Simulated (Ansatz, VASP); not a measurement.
# Two plane-wave programs on As3Ru

```
As Ru
1.0
     4.82700    0.00000    0.00000
     0.00000    4.82700    0.00000
     0.00000    0.00000    4.82700
As Ru
3 1
Direct
  0.00000 0.50000 0.50000
  0.50000 0.00000 0.50000
  0.50000 0.50000 0.00000
  0.50000 0.50000 0.50000
```

Alike in both runs: task single point; functional PBE; k mesh 4 × 4 × 4; occupations gaussian, width 0.1 eV; collinear spin.

|  | VASP | Ansatz |
| --- | --- | --- |
| version | VASP 6.6.1 | Ansatz 0.2.0 |
| potentials or method | VASP PAW PBE potentials, release 64 (As, Ru_pv), cutoff 520 eV | scalar-relativistic, plane waves, PAW |
| valence electrons in the cell | 29 | 61 |

```csv
,VASP,Ansatz,Ansatz less VASP
gap on the k mesh at the Fermi level (eV),none,none,-
pressure (GPa),-0.1,-0.1,-0.03
net moment per atom (μB),0.26,0.26,0.000
size of the moment on the site where the two differ most (μB),0.56,0.52,-0.046
```

Site moments also hang on the region over which each program counts them. A gap of «none» marks a metal or a gap that the smearing closes. The functional is the same, so the differences come from potentials, cutoffs and numerics. VASP's potentials hold 29 valence electrons a cell and Ansatz's 61, so a difference there can come from the potentials and not from the codes.
